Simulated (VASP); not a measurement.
Set up this calculation in VASP 6.6.1, as the native input.

| Property | Result |
| --- | --- |
| Task | relaxation of shape and atoms at fixed volume |
| Functional | PBE |
| Potentials or basis | VASP PAW PBE potentials, release 64 (Fe) |
| Cutoff | 600 eV |
| k mesh | 21 × 21 × 12 |
| Occupations | gaussian, width 0.1 eV |
| Spin | no spin polarisation |
| Dipole correction | no |
| Further INCAR settings | ALGO = Normal; EDIFF = 1e-07; IBRION = 2; EDIFFG = -0.01; NSW = 50; ISIF = 4 |

The structure of Fe lies in POSCAR:

```
Fe
1.0
    2.4357811999      0.0000000000      0.0000000000
   -1.2178906000      2.1094483972      0.0000000000
    0.0000000000      0.0000000000      3.8506544630
Fe
2
Direct
    0.3333333333      0.6666666667      0.2500000000
    0.6666666667      0.3333333333      0.7500000000
```

This isn't the form of Fe at room conditions, which is bcc.

One way to write it, as run:

INCAR

```
SYSTEM = Fe
PREC     = Accurate       ! precision mode
ENCUT    = 600            ! plane-wave cutoff, eV
EDIFF    = 1E-7           ! SCF threshold, eV
ISMEAR   = 0              ! smearing method
SIGMA    = 0.1            ! smearing width, eV
LREAL    = .False.        ! projectors in reciprocal space
LASPH    = .True.         ! aspherical terms in the spheres
NELM     = 60             ! most SCF steps
ALGO     = Normal         ! electronic algorithm
ISIF     = 4              ! what is computed and relaxed
LWAVE    = .False.        ! write WAVECAR
LCHARG   = .False.        ! write CHGCAR
GGA      = PE             ! functional
IBRION   = 2              ! ionic algorithm
NSW      = 50             ! ionic steps
EDIFFG   = -0.01          ! ionic threshold
```

KPOINTS

```
Automatic mesh
0
Gamma
  21 21 12
  0 0 0
```

Potentials or basis: VASP PAW PBE potentials, release 64 (Fe).

Launch:

```console
$ cat potpaw_PBE.64/Fe/POTCAR > POTCAR
$ mpirun -np 1 vasp_std > vasp.out
```

It gave:

The pressure after relaxing is 8.6 GPa. The band gap on the k mesh is zero (bands 8 and 9 overlap by 1.96 eV).

Caveat: the relaxation stopped at its first step, so nothing moved; the run has no spin polarisation, though such a crystal can be magnetic.

It took 79 s on 1 thread of Intel Xeon 8259CL, with other jobs on the host, peak memory 0.21 GiB.
